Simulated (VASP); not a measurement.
Set up this calculation in VASP 6.6.1, as the native input.

```
Task                    : single point
Functional              : PBE
Dispersion              : D3(BJ)
Potentials or basis     : VASP PAW PBE potentials, release 64 (K_sv)
Cutoff                  : 520 eV
k mesh                  : 12 × 12 × 6
Occupations             : gaussian, width 0.1 eV
Spin                    : no spin polarisation
Dipole correction       : no
k mesh for the DOS      : 18 × 18 × 9
Occupations for the DOS : tetrahedron
Further INCAR settings  : ALGO = Fast; EDIFF = 1e-06
```

K:

```
K
1.0
     4.60675    0.00000    0.00000
    -2.30338    3.98956    0.00000
     0.00000    0.00000    7.53427
K
2
Cartesian
  0.0000 2.6597 1.8836
  2.3034 1.3299 5.6507
```

This isn't the form of K at room conditions, which is bcc.

These files were run (other wordings do the same):

POSCAR

```
K
1.0
    4.6067513457      0.0000000000      0.0000000000
   -2.3033756728      3.9895636943      0.0000000000
    0.0000000000      0.0000000000      7.5342722668
K
2
Direct
    0.3333333333      0.6666666667      0.2500000000
    0.6666666667      0.3333333333      0.7500000000
```

INCAR.step1

```
  PREC = Accurate
  ENCUT = 520
  EDIFF = 1E-6
  ISMEAR = 0
  SIGMA = 0.1
  LREAL = False
  LASPH = True
  NELM = 80
  ALGO = Fast
  ISIF = 2
  LWAVE = False
  LCHARG = True
  GGA = PE
  IVDW = 12
  NBANDS = 16
```

KPOINTS.step1

```
regular mesh
0
Gamma
  12 12 6
```

INCAR.step2

```
  PREC = Accurate
  ENCUT = 520
  EDIFF = 1E-6
  ISMEAR = -5
  SIGMA = 0.1
  LREAL = False
  LASPH = True
  NELM = 80
  ALGO = Fast
  ISIF = 2
  LWAVE = False
  LCHARG = False
  GGA = PE
  IVDW = 12
  LORBIT = 10
  NEDOS = 1001
  ICHARG = 11
```

KPOINTS.step2

```
regular mesh
0
Gamma
  18 18 9
```

Potentials or basis: VASP PAW PBE potentials, release 64 (K_sv).

Launch:

```bash
$ cat potpaw_PBE.64/K_sv/POTCAR > POTCAR
$ cp INCAR.step1 INCAR
$ cp KPOINTS.step1 KPOINTS
$ mpirun -np 1 vasp_std > vasp.out
$ cp INCAR.step2 INCAR
$ cp KPOINTS.step2 KPOINTS
$ mpirun -np 1 vasp_std > vasp.out
```

Results of the run:

```json
{
 "Valence electrons inside the program's atomic spheres": "K 7.54",
 "Dispersion energy per atom": "-0.120 eV"
}
```

It took 2.2 min on 1 thread of Intel(R) Xeon(R) 6975P-C (Granite Rapids) (shared host), peak memory 0.45 GiB.
